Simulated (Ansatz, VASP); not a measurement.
One calculation of Ge, two programs

The input INCAR:

```
SYSTEM = Ge
PREC     = Accurate       ! precision mode
ENCUT    = 500            ! plane-wave cutoff, eV
EDIFF    = 1E-6           ! SCF threshold, eV
ISMEAR   = -1             ! smearing method
SIGMA    = 0.05           ! smearing width, eV
LREAL    = .False.        ! projectors in reciprocal space
LASPH    = .True.         ! aspherical terms in the spheres
NELM     = 120            ! most SCF steps
ALGO     = Normal         ! electronic algorithm
ISIF     = 2              ! what is computed and relaxed
LWAVE    = .False.        ! write WAVECAR
LCHARG   = .False.        ! write CHGCAR
GGA      = CA             ! functional
NBANDS   = 21             ! bands
GGA_COMPAT= .False.
```

File KPOINTS:

```
regular mesh
0
Gamma
  13 13 13
  0 0 0
```

File POSCAR:

```
Ge
1.0
    0.0000000000      2.6628085130      2.6628085130
    2.6628085130      0.0000000000      2.6628085130
    2.6628085130      2.6628085130      0.0000000000
Ge
2
Direct
   -0.1250000000     -0.1250000000     -0.1250000000
    0.1250000000      0.1250000000      0.1250000000
```

Input for Ansatz:

```yaml
crystal:
  lattice:
    - [0.0, 2.662808513, 2.662808513]
    - [2.662808513, 0.0, 2.662808513]
    - [2.662808513, 2.662808513, 0.0]
  atoms:
    - { symbol: Ge, position: [-0.125, -0.125, -0.125] }
    - { symbol: Ge, position: [0.125, 0.125, 0.125] }
kpoints:
  mp_grid: { grid: [13, 13, 13] }
scf:
  occupations: { method: fermi_dirac, width: 0.05 }
hamiltonian:
  xc: lda
  pseudopotentials: { kind: paw }
output:
  forces: true
  stress: true
  eigenvalues: true
  populations: true
  write_density: true
  write_potential: true
  elf: true
  volumetric_format: npy
```

Change from the starting cell: volume scaled by 0.85, PAW files.

Alike in both runs: task single point; functional LDA; k mesh 13 × 13 × 13; occupations fermi-dirac, width 0.05 eV; no spin polarisation.

```csv
,VASP,Ansatz
version,VASP 6.6.1,Ansatz 0.2.0
potentials or method,"VASP PAW LDA potentials, release 64 (Ge_d)","PAW with Ansatz's default frozen-core files, scalar-relativistic"
plane-wave cutoff (eV),500,420
valence electrons in the cell,28,28
```

```tsv
	VASP	Ansatz	Ansatz less VASP
pressure (GPa)	17.4	17.2	-0.26
```

LDA's correlation is that of Perdew and Zunger in VASP and of Perdew and Wang (1992) in Ansatz.
